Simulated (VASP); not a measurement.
A run of VASP 6.6.1:

The input INCAR:

```
SYSTEM = In3As
ALGO = Fast
EDIFF = 1E-6
EDIFFG = -0.01
ENCUT = 600
GGA = PE
IBRION = 2
ISIF = 3
ISMEAR = 0
LASPH = .True.
LCHARG = .False.
LREAL = .False.
LWAVE = .False.
NELM = 100
NSW = 100
PREC = Accurate
SIGMA = 0.1
```

File KPOINTS:

```
k-points
0
Gamma
  6 6 8
  0 0 0
```

Contents of POSCAR:

```
In3As
1.0
    6.6625557636      0.0000000000      0.0000000000
   -3.3312778818      5.7699425454      0.0000000000
    0.0000000000      0.0000000000      5.3477289815
In As
6 2
Direct
    0.8330000000      0.6660000000      0.2500000000
    0.1670000000      0.8330000000      0.7500000000
    0.3340000000      0.1670000000      0.2500000000
    0.1670000000      0.3340000000      0.7500000000
    0.8330000000      0.1670000000      0.2500000000
    0.6660000000      0.8330000000      0.7500000000
    0.3333333333      0.6666666667      0.2500000000
    0.6666666667      0.3333333333      0.7500000000
```

Potentials or basis: VASP PAW PBE potentials, release 64 (In_d, As).

Command:

```console
$ cat potpaw_PBE.64/In_d/POTCAR potpaw_PBE.64/As/POTCAR > POTCAR
$ mpirun -np 1 vasp_std > vasp.out
```

Hardware: 1 thread of Intel(R) Xeon(R) Platinum 8488C (Sapphire Rapids), with other jobs on the host.

Q: How long does it take, and how much memory?

A: Run time: 59 min on 1 thread of Intel(R) Xeon(R) Platinum 8488C (Sapphire Rapids), with other jobs on the host, peak memory 0.62 GiB. Counts: scf iterations 112, k points 35, ion steps 11.
